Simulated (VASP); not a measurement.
Here is a VASP 6.6.1 calculation.

File INCAR:

```
SYSTEM = Si
PREC = Accurate
ENCUT = 520
EDIFF = 1E-6
ISMEAR = 0
SIGMA = 0.05
LREAL = .False.
LASPH = .True.
NELM = 60
ALGO = Normal
ISIF = 2
LWAVE = .False.
LCHARG = .False.
GGA = PE
NBANDS = 26
```

File KPOINTS:

```
Automatic mesh
0
Gamma
  8 8 8
  0 0 0
```

POSCAR

```
Si
1.0
    3.3455832253     -3.3455832253      1.9304179686
    3.3455832253      3.3455832253     -1.9304179686
   -3.3455832253      3.3455832253      5.7912539057
Si
8
Direct
    0.1534105419      0.3572210152      0.1534105419
    0.5893052538      0.3572210152      0.5893052538
    0.4106947462      0.6427789848      0.4106947462
    0.9106947462      0.6427789848      0.9106947462
    0.7320842385      0.0000000000      0.0893052538
    0.2320842386      0.0000000000      0.5893052538
    0.7679157615      0.0000000000      0.4106947462
    0.2679157614      0.0000000000      0.9106947462
```

Potentials or basis: VASP PAW PBE potentials, release 64 (Si).

The run is started by

```bash
$ cat potpaw_PBE.64/Si/POTCAR > POTCAR
$ mpirun -np 1 vasp_std > vasp.out
```

(1) Estimate the largest force.

(2) Estimate the band gap on the k mesh.

(3) Estimate the pressure.

Answers

(1) 8.436 eV/Å.

(2) zero (filled and empty bands overlap).

(3) 2.5 GPa.

Caveat: the cell differs from its parent crystal (atom 1 (Si) moved by +0.000 Å along [0 1 0] and +0.495 Å along [0 0 1]); semilocal functionals underestimate gaps, and a narrow one can read as zero; forces of over 1 eV/Å act on the atoms, so gaps and moduli don't describe the material at rest.
